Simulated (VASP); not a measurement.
HC10: single point with PBE

System: HC10, a wire with vacuum.

```
C H
1.0
     8.54367    0.00000    0.00000
    -2.13592    8.61105    0.00000
     0.00000    0.00000   22.77880
C H
20 2
Cartesian
  -1.4239 8.4345 4.0000
  2.8479 8.4345 4.0000
  1.4239 8.4345 4.0000
  5.6958 8.4345 4.0000
  0.7120 8.2579 5.2205
  4.9838 8.2579 5.2205
  -0.7120 8.2579 5.2205
  3.5599 8.2579 5.2205
  -1.4327 8.0805 6.4391
  2.8391 8.0805 6.4391
  1.4327 8.0805 6.4391
  5.7046 8.0805 6.4391
  0.6980 7.9021 7.6634
  4.9698 7.9021 7.6634
  -0.6980 7.9021 7.6634
  3.5739 7.9021 7.6634
  -1.5150 7.7396 8.7788
  2.7568 7.7396 8.7788
  1.5150 7.7396 8.7788
  5.7869 7.7396 8.7788
  1.0044 1.9989 9.5488
  2.8534 1.9989 9.5488
```

```json
{"Program": "VASP 6.6.1", "Task": "single point", "Functional": "PBE", "Potentials or basis": "VASP PAW PBE potentials, release 64 (C, H)", "Cutoff": "520 eV", "k mesh": "4 × 3 × 1", "Occupations": "gaussian, width 0.1 eV", "Spin": "no spin polarisation", "Dipole correction": "yes", "Further INCAR settings": "LREAL = Auto; ALGO = Normal; EDIFF = 1e-06; NBANDS = 58"}
```

```yaml
Largest_force: 6.911 eV/Å
Band_gap_on_the_k_mesh: 0.26 eV (least direct gap 0.37 eV)
```

Forces on the atoms (eV/Å):
```
C   -6.816 -0.158  1.122
C   -6.816 -0.161  1.121
C    6.817 -0.161  1.122
C    6.813 -0.162  1.123
C   -0.454  0.166 -1.153
C   -0.445  0.167 -1.159
C    0.460  0.164 -1.156
C    0.451  0.166 -1.158
C   -0.005  0.003 -0.001
C   -0.018  0.010 -0.017
C    0.018  0.008 -0.013
C    0.019  0.013 -0.015
C   -0.152 -0.023 -0.006
C   -0.062 -0.026  0.022
C    0.129 -0.035 -0.007
C    0.053 -0.017  0.033
C    0.026  0.049  0.020
C    0.051  0.002  0.029
C   -0.024  0.049  0.051
C   -0.066 -0.001  0.043
H    2.951 -0.033  0.000
H   -2.930 -0.019 -0.001
```

Levels at points of the mesh, in eV from the valence-band top:
```csv
k point,band 39,band 40,band 41,band 42,band 43,band 44
"(0.00, 0.00, 0.00)",-0.84,-0.73,0.00,0.65,0.97,1.07
"(0.50, 0.00, 0.00)",-1.02,-1.01,-1.00,0.74,0.75,1.02
```

Wall time 22 min on 1 thread of Intel(R) Xeon(R) 6975P-C (Granite Rapids) (shared host), peak memory 1.6 GiB.
